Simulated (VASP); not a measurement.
Here is a VASP 6.6.1 calculation.

File POSCAR:

```
Fe
1.0
   -1.3080727857      1.3080727857      1.3080727857
    1.3080727857     -1.3080727857      1.3080727857
    1.3080727857      1.3080727857     -1.3080727857
Fe
1
Direct
    0.0000000000      0.0000000000      0.0000000000
```

Contents of INCAR.step1:

```
SYSTEM = Fe
  PREC = Accurate
  ENCUT = 520
  ISMEAR = -1
  SIGMA = 0.1
  LREAL = .FALSE.
  LASPH = .TRUE.
  NELM = 60
  NBANDS = 10
  GGA = PE
  ALGO = Normal
  EDIFF = 1E-4
  LWAVE = .TRUE.
  LCHARG = .FALSE.
```

Contents of INCAR.step2:

```
SYSTEM = Fe
  PREC = Accurate
  ENCUT = 520
  EDIFF = 1E-6
  ISMEAR = -1
  SIGMA = 0.1
  LREAL = .FALSE.
  LASPH = .TRUE.
  NELM = 60
  ALGO = Normal
  ISIF = 2
  LWAVE = .FALSE.
  LCHARG = .FALSE.
  METAGGA = R2SCAN
  LMIXTAU = .TRUE.
  NBANDS = 10
  ISTART = 1
```

KPOINTS

```
Automatic mesh
0
G
  26 26 26
  0 0 0
```

Potentials or basis: VASP PAW PBE potentials, release 64 (Fe).

Command:

```bash
$ cat potpaw_PBE.64/Fe/POTCAR > POTCAR
$ cp INCAR.step1 INCAR
$ mpirun -np 1 vasp_std > vasp.out
$ cp INCAR.step2 INCAR
$ mpirun -np 1 vasp_std > vasp.out
```

(1) What does it give for the band gap on the k mesh?

(2) Predict the pressure.

Answers

(1) zero (band 4 reaches 9.80 eV, above the bottom of band 5 at 7.11 eV).

(2) 51.4 GPa.

Caveat: the PAW data sets were made with another functional, which shifts forces and pressure a little; the run has no spin polarisation, though such a crystal can be magnetic.
